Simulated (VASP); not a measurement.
Input of a VASP 6.6.1 run:

The input INCAR:

```
SYSTEM = Ge
  ALGO = Normal
  EDIFF = 1E-6
  ENCUT = 520
  GGA = PE
  ISIF = 2
  ISMEAR = 0
  IVDW = 12
  LASPH = .TRUE.
  LCHARG = .TRUE.
  LELF = .TRUE.
  LREAL = .FALSE.
  LVHAR = .TRUE.
  LWAVE = .FALSE.
  NBANDS = 21
  NELM = 100
  PREC = Accurate
  SIGMA = 0.15
```

Contents of KPOINTS:

```
k-points
0
G
  20 20 12
  0 0 0
```

POSCAR

```
Ge
1.0
    1.5708886528     -2.7391286946      0.0000000000
    1.5708886528      2.7391286946      0.0000000000
    0.0000000000      0.0000000000      4.2421526066
Ge
2
Direct
    0.6665533700      0.3334466300      0.2500000000
    0.3334466300      0.6665533700      0.7500000000
```

Potentials or basis: VASP PAW PBE potentials, release 64 (Ge_d).

Command:

```console
$ cat potpaw_PBE.64/Ge_d/POTCAR > POTCAR
$ mpirun -np 1 vasp_std > vasp.out
```

(1) Predict the dispersion energy per atom.

(2) Estimate the pressure.

Results:

(1) -0.363 eV.

(2) 2.5 GPa.

Caveat: pairwise dispersion overbinds metals, which lowers pressure and volume.
